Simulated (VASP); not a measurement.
# C (Fmmm) in VASP: further runs

C is run at these levels: PBEsol+D3(BJ); tasks: single point.

Program: VASP 6.6.1. These are calculated values, not measurements. Logs are shortened: lines on timing, memory, paths and dates and some standing lists are left out, and cuts for length are marked.

### 1 The cell of the first run

Symmetry: Fmmm, No. 69, orthorhombic system. Conventional cell: a = 2.509 Å, b = 4.343 Å, c = 6.385 Å, α = 90.00°, β = 90.00°, γ = 90.00°. Within 1.9 Å of C (site symmetry m2m) lie 3 C at 1.45 Å.

### 2 Single point, PBEsol+D3(BJ)

Input file INCAR:

```
SYSTEM = C
PREC = Accurate ; ENCUT = 520
EDIFF = 1E-6 ; ISMEAR = 0
SIGMA = 0.03 ; LREAL = .FALSE.
LASPH = .TRUE. ; NELM = 100
ALGO = Normal ; ISIF = 2
LWAVE = .FALSE. ; LCHARG = .FALSE.
GGA = PS ; IVDW = 12
NBANDS = 11
```

Input file KPOINTS:

```
Automatic mesh
0
G
  18 18 18
  0 0 0
```

Input file POSCAR:

```
C
1.0
    0.0000000000      2.1714933412      3.1925307909
    1.2545420628      0.0000000000      3.1925307909
    1.2545420628      2.1714933412      0.0000000000
C
2
Direct
    0.1667066167      0.8332933833      0.1667066167
    0.8332933833      0.1667066167      0.8332933833
```

Potentials or basis: VASP PAW PBE potentials, release 64 (C).

Started as:

```sh
$ cat potpaw_PBE.64/C/POTCAR > POTCAR
$ mpirun -np 1 vasp_std > vasp.out
```

OUTCAR:

```text
SYSTEM = C
   PREC = Accurate
   ENCUT = 520
   EDIFF = 1E-6
   ISMEAR = 0
   LREAL = .FALSE.
   LASPH = .TRUE.
   NELM = 100
   ISIF = 2
   GGA = PS
   IVDW = 12
 IVDW          = 12

 ion  position               nearest neighbor table
   1  0.167  0.833  0.167-   2 1.45   2 1.45   2 1.45
   2  0.833  0.167  0.833-   1 1.45   1 1.45   1 1.45

  LATTYP: Found a face centered orthorhombic cell.
 ALAT       =     2.5090841256
 B/A-ratio  =     1.7309051690
 C/A-ratio  =     2.5447778003

  Lattice vectors:

 A1 = (   0.0000000000,   2.1714933412,   3.1925307909)
 A2 = (   1.2545420628,   0.0000000000,   3.1925307909)
 A3 = (   1.2545420628,   2.1714933412,   0.0000000000)

Analysis of symmetry for initial positions (statically):
=====================================================================
 Subroutine PRICEL returns:
 Original cell was already a primitive cell.

 Routine SETGRP: Setting up the symmetry group for a
 face centered orthorhombic supercell.

 Subroutine GETGRP returns: Found  8 space group operations
 (whereof  8 operations were pure point group operations)
 out of a pool of  8 trial point group operations.

The static configuration has the point symmetry D_2h.

Analysis of symmetry for dynamics (positions and initial velocities):
=====================================================================
 Subroutine PRICEL returns:
 Original cell was already a primitive cell.

 Routine SETGRP: Setting up the symmetry group for a
 face centered orthorhombic supercell.

 Subroutine GETGRP returns: Found  8 space group operations
 (whereof  8 operations were pure point group operations)
 out of a pool of  8 trial point group operations.

The dynamic configuration has the point symmetry D_2h.

 Subroutine INISYM returns: Found  8 space group operations
 (whereof  8 operations are pure point group operations),
 and found     1 'primitive' translations

----------------------------------------------------------------------------------------

                                     Primitive cell

  volume of cell :      17.3944

  direct lattice vectors                    reciprocal lattice vectors
     0.000000000  2.171493341  3.192530791    -0.398551802  0.230256290  0.156615561
     1.254542063  0.000000000  3.192530791     0.398551802 -0.230256290  0.156615561
     1.254542063  2.171493341  0.000000000     0.398551802  0.230256290 -0.156615561

  length of vectors
     3.861040816  3.430179097  2.507839532     0.486199477  0.486199477  0.486199477

  position of ions in fractional coordinates (direct lattice)
     0.166706617  0.833293383  0.166706617
     0.833293383  0.166706617  0.833293383

  ion indices of the primitive-cell ions
   primitive index   ion index
                 1           1
                 2           2

----------------------------------------------------------------------------------------

 KPOINTS: Automatic mesh

Automatic generation of k-mesh.
 Grid dimensions read from file:
 generate k-points for:   18   18   18

 Generating k-lattice:

  Cartesian coordinates                     Fractional coordinates (reciprocal lattice)
    -0.022141767  0.012792016  0.008700864     0.055555556  0.000000000 -0.000000000
     0.022141767 -0.012792016  0.008700864     0.000000000  0.055555556  0.000000000
     0.022141767  0.012792016 -0.008700864    -0.000000000  0.000000000  0.055555556

  Length of vectors
     0.027011082  0.027011082  0.027011082

  Shift w.r.t. Gamma in fractional coordinates (k-lattice)
     0.000000000  0.000000000  0.000000000

 Subroutine IBZKPT returns following result:
 ===========================================

 Found    865 irreducible k-points:

 Following reciprocal coordinates:
            Coordinates               Weight
  0.000000  0.000000  0.000000      1.000000
  0.055556  0.000000  0.000000      8.000000
  0.111111  0.000000  0.000000      8.000000
  0.166667  0.000000  0.000000      8.000000
  0.222222  0.000000  0.000000      8.000000
  0.277778  0.000000  0.000000      8.000000
[... 16 lines left out ...]
 -0.277778  0.055556  0.000000      8.000000
 -0.222222  0.055556  0.000000      8.000000
 [... further k-points ...]
   k-points           NKPTS =    865   k-points in BZ     NKDIM =    865   number of bands    NBANDS=     11
   number of dos      NEDOS =    301   number of ions     NIONS =      2
   total plane-waves  NPLWV =  16800
   dimension x,y,z NGX =    30 NGY =   28 NGZ =   20
   dimension x,y,z NGXF=    60 NGYF=   56 NGZF=   40
   ions per type =               2
   NGX,Y,Z   is equivalent  to a cutoff of  12.92, 13.57, 13.26 a.u.
   NGXF,Y,Z  is equivalent  to a cutoff of  25.83, 27.14, 26.52 a.u.
 SYSTEM =  C
   PREC   = accura    normal or accurate (medium, high low for compatibility)
   ISTART =      0    job   : 0-new  1-cont  2-samecut
   ICHARG =      2    charge: 1-file 2-atom 10-const
   ISPIN  =      1    spin polarized calculation?
   LNONCOLLINEAR =      F non collinear calculations
   LSORBIT =      F    spin-orbit coupling
   LASPH  =      T    aspherical Exc in radial PAW
   ENCUT  =  520.0 eV  38.22 Ry    6.18 a.u.   7.18  6.38  4.66*2*pi/ulx,y,z
   NELM   =    100;   NELMIN=  2; NELMDL= -5     # of ELM steps
   EDIFF  = 0.1E-05   stopping-criterion for ELM
   LREAL  =      F    real-space projection
   EDIFFG = 0.1E-04   stopping-criterion for IOM
   NSW    =      0    number of steps for IOM
   IBRION =     -1    ionic relax: 0-MD 1-quasi-New 2-CG
   NFREE  =      0    steps in history (QN), initial steepest desc. (CG)
   ISIF   =      2    stress and relaxation
   ISYM   =      2    0-nonsym 1-usesym 2-fastsym
   POTIM  = 0.5000    time-step for ionic-motion
   TEBEG  =    0.0;   TEEND  =   0.0 temperature during run
   PSTRESS=    0.0 pullay stress
   NELECT =       8.0000    total number of electrons
   NUPDOWN=      -1.0000    fix difference up-down
   EMIN   =  10.00;   EMAX   =-10.00  energy-range for DOS
   EFERMI =   0.00;   METHOD = LEGACY
   ISMEAR =     0;   SIGMA  =   0.03  broadening in eV -4-tet -1-fermi 0-gaus
   EFERMI_NEDOS =   21; number of points for ismear=-14 and -15
   IALGO  =     38    algorithm
   IMIX   =      4    mixing-type and parameters
     AMIX     =   0.40;   BMIX     =  1.00
     AMIX_MAG =   1.60;   BMIX_MAG =  1.00
  volume/ion in A,a.u.               =       8.70        58.69
  Fermi-wavevector in a.u.,A,eV,Ry     =   1.263674  2.387999 21.726779  1.596873
  Thomas-Fermi vector in A             =   2.397019
   LORBIT       =      0    0 simple, 1 ext, 2 COOP (PROOUT), +10 PAW based schemes
   GGA     = PS    functional components
   LHFCALC =     F    Hartree Fock is set to
   AEXX    =    0.0000 exact exchange contribution
   IVDW    =    12    specifies the selected vdW correction
   LEPSILON=     F    determine dielectric tensor
   LRPA    =     F    only Hartree local field effects (RPA)
 non-spin polarized calculation
 Gauss-broadening in eV      SIGMA  =   0.03
  energy-cutoff  :      520.00
  volume of cell :       17.39
 maximum number of plane-waves:       479
 NGX is ok and might be reduce to    30

 number of electron       8.0000000 magnetization

 Free energy of the ion-electron system (eV)
  ---------------------------------------------------
  ext. energy  EPLUGINS =         0.00000000
  ---------------------------------------------------
  free energy    TOTEN  =       -19.21734070 eV

  energy without entropy =      -19.21731699  energy(sigma->0) =      -19.21732885

 E-fermi :   4.7684     XC(G=0): -10.7792

 val. band max:        4.7464358702   @ k =   0.4444  -0.1667   0.3333
 cond. band min:       4.7794936361   @ k =  -0.2222   0.1111   0.3333
 fundamental gap:      0.0330577660
 Fermi energy:         4.7683995456

 k-point     1 :       0.0000    0.0000    0.0000
  band No.  band energies     occupation
      1     -14.5385      2.00000
      2      -1.1333      2.00000
      3       1.7514      2.00000
      4       1.7858      2.00000
      5       9.4499      0.00000
      6      12.6996      0.00000
      7      12.8163      0.00000
      8      15.4961      0.00000
      9      16.3472      0.00000
     10      26.4449      0.00000
     11      30.4428      0.00000

 k-point     2 :       0.0556    0.0000    0.0000
  band No.  band energies     occupation
      1     -14.4636      2.00000
      2      -1.0801      2.00000
      3       1.4874      2.00000
      4       1.6123      2.00000
      5       9.5802      0.00000
      6      12.8024      0.00000
      7      13.0430      0.00000
      8      15.2342      0.00000
      9      16.4931      0.00000
     10      26.6800      0.00000
     11      29.2833      0.00000

 k-point     3 :       0.1111    0.0000    0.0000
  band No.  band energies     occupation
      1     -14.2393      2.00000
      2      -0.9189      2.00000
      3       0.6975      2.00000
      4       1.2137      2.00000
      5       9.9671      0.00000
      6      12.8195      0.00000
      7      13.8801      0.00000
      8      14.4982      0.00000
      9      16.9645      0.00000
     10      27.0686      0.00000
     11      27.5194      0.00000
[... 267 lines left out ...]
 k-point    23 :      -0.2778    0.0556    0.0000
  band No.  band energies     occupation
      1     -11.9539      2.00000
      2      -4.5977      2.00000
      3      -0.8684      2.00000
      4       1.1896      2.00000
      5       8.9780      0.00000
      6      11.9372      0.00000
      7      13.1693      0.00000
      8      20.2556      0.00000
      9      20.7653      0.00000
     10      21.9845      0.00000
     11      26.7301      0.00000

 k-point    24 :      -0.2222    0.0556    0.0000
  band No.  band energies     occupation
      1     -12.7374      2.00000
      2      -3.1722      2.00000
      3      -0.4221      2.00000
      4       0.5598      2.00000
      5      10.4611      0.00000
      6      11.8376      0.00000
      7      12.3549      0.00000
      8      18.4663      0.00000
      9      20.0012      0.00000
     10      22.5195      0.00000
     11      27.4143      0.00000

 [... further k-points ...]

------------------------ aborting loop because EDIFF is reached ----------------------------------------

 Edisp (eV)   -0.22873

 E8    (eV) :    -0.1112

  FORCE on cell =-STRESS in cart. coord.  units (eV):
  Direction    XX          YY          ZZ          XY          YZ          ZX
  --------------------------------------------------------------------------------------
  -------------------------------------------------------------------------------------
  Total      -2.65020    -2.69158     0.20775     0.00000     0.00000     0.00000
  in kB    -244.10730  -247.91820    19.13520     0.00000     0.00000     0.00000
  external pressure =     -157.63 kB  Pullay stress =        0.00 kB

 VOLUME and BASIS-vectors are now :
 -----------------------------------------------------------------------------
  energy-cutoff  :      520.00
  volume of cell :       17.39
      direct lattice vectors                 reciprocal lattice vectors
     0.000000000  2.171493341  3.192530791    -0.398551802  0.230256290  0.156615561
     1.254542063  0.000000000  3.192530791     0.398551802 -0.230256290  0.156615561
     1.254542063  2.171493341  0.000000000     0.398551802  0.230256290 -0.156615561

 POSITION                                       TOTAL-FORCE (eV/Angst)
 -----------------------------------------------------------------------------------
      1.25454      0.72400      3.19253         0.000000     -0.004638      0.000000
      1.25454      3.61898      3.19253         0.000000      0.004638      0.000000
 -----------------------------------------------------------------------------------
    total drift:                               -0.000000      0.000000     -0.000000

  FREE ENERGIE OF THE ION-ELECTRON SYSTEM (eV)
  ---------------------------------------------------
  free  energy   TOTEN  =       -19.4460747249 eV

  energy  without entropy=      -19.4460510151  energy(sigma->0) =      -19.44606287
```

It took 78 s on 1 thread of Intel Xeon 6975P-C (Granite Rapids), shared host; peak memory 0.26 GiB.

What came out:

```
Free energy                : -19.4461 eV
Pressure                   : -15.8 GPa
Largest force              : 0.005 eV/Å
Band gap on the k mesh     : 0.03 eV, indirect (least direct gap 0.21 eV)
Dispersion energy per atom : -0.114 eV
```

Forces on the atoms (eV/Å):
```
C    0.000 -0.005  0.000
C    0.000  0.005  0.000
```

Stress tensor (GPa, compression positive):
```
-24.41   0.00   0.00
  0.00 -24.79   0.00
  0.00   0.00   1.91
```

Levels at points of the mesh, in eV from the valence-band top:
| k point | band 1 | band 2 | band 3 | band 4 | band 5 | band 6 | band 7 | band 8 |
| --- | --- | --- | --- | --- | --- | --- | --- | --- |
| (0.00, 0.00, 0.00) | -19.28 | -5.88 | -3.00 | -2.96 | 4.70 | 7.95 | 8.07 | 10.75 |
| (0.50, 0.00, 0.00) | -14.01 | -12.90 | -6.22 | -2.28 | 1.56 | 6.86 | 12.48 | 14.01 |
| (0.50, 0.50, 0.00) | -18.83 | -8.50 | -3.03 | -2.97 | 7.90 | 8.01 | 10.97 | 11.40 |
| (0.50, 0.00, 0.50) | -14.18 | -13.03 | -6.19 | -1.20 | 2.63 | 7.15 | 11.22 | 11.38 |
| (0.00, 0.50, 0.50) | -13.82 | -12.75 | -6.29 | -3.20 | 0.69 | 6.56 | 13.72 | 18.36 |

Caveat: the PAW data sets were made with another functional, which shifts forces and pressure a little.

### 3 Single point, PBEsol+D3(BJ)

This run uses another cell than the first one, of the same volume but with other edges.

Input file INCAR:

```
PREC = Accurate ; ENCUT = 520
EDIFF = 1E-7 ; ISMEAR = 0
SIGMA = 0.03 ; LREAL = False
LASPH = True ; NELM = 100
ALGO = Normal ; ISIF = 2
LWAVE = False ; LCHARG = False
GGA = PS ; IVDW = 12
NBANDS = 11
```

Input file KPOINTS:

```
regular mesh
0
Gamma
  18 18 18
```

Input file POSCAR:

```
C
1.0
    0.0000000000      2.0436465156      3.6044627380
    1.1806808092      0.0000000000      3.6044627380
    1.1806808092      2.0436465156      0.0000000000
C
2
Direct
    0.1667066167      0.8332933833      0.1667066167
    0.8332933833      0.1667066167      0.8332933833
```

Potentials or basis: VASP PAW PBE potentials, release 64 (C).

Started as:

```sh
$ cat potpaw_PBE.64/C/POTCAR > POTCAR
$ mpirun -np 1 vasp_std > vasp.out
```

Wall time 61 s (1 thread of Intel Xeon 6975P-C (Granite Rapids), shared host); peak memory 0.26 GiB.

It converged, with:

```
Free energy                : -19.2278 eV
Pressure                   : 39.5 GPa
Largest force              : 0.004 eV/Å
Band gap on the k mesh     : 0.05 eV, indirect (least direct gap 0.09 eV)
Dispersion energy per atom : -0.097 eV
```

Forces in eV/Å, atoms in the order of the input:
```
C    0.000 -0.004  0.000
C    0.000  0.004  0.000
```

Stress tensor (GPa, compression positive):
```
60.07  0.00  0.00
 0.00 60.44  0.00
 0.00  0.00 -1.94
```

Levels at points of the mesh, in eV from the valence-band top:
```tsv
k point	band 1	band 2	band 3	band 4	band 5	band 6	band 7	band 8
(0.00, 0.00, 0.00)	-20.59	-7.86	-2.88	-2.88	3.10	9.22	9.25	13.13
(0.50, 0.00, 0.00)	-14.61	-14.07	-6.71	-2.61	1.69	8.73	12.43	13.01
(0.50, 0.50, 0.00)	-20.43	-9.16	-2.90	-2.87	8.35	9.20	9.24	13.20
(0.50, 0.00, 0.50)	-14.65	-14.11	-6.72	-2.14	2.33	8.82	11.04	11.21
(0.00, 0.50, 0.50)	-14.54	-14.02	-6.74	-3.02	1.17	8.59	13.83	16.14
```

Caveat: the PAW data sets were made with another functional, which shifts forces and pressure a little. A k mesh can miss the band edges.

(Part 1 of 3 ends here.)
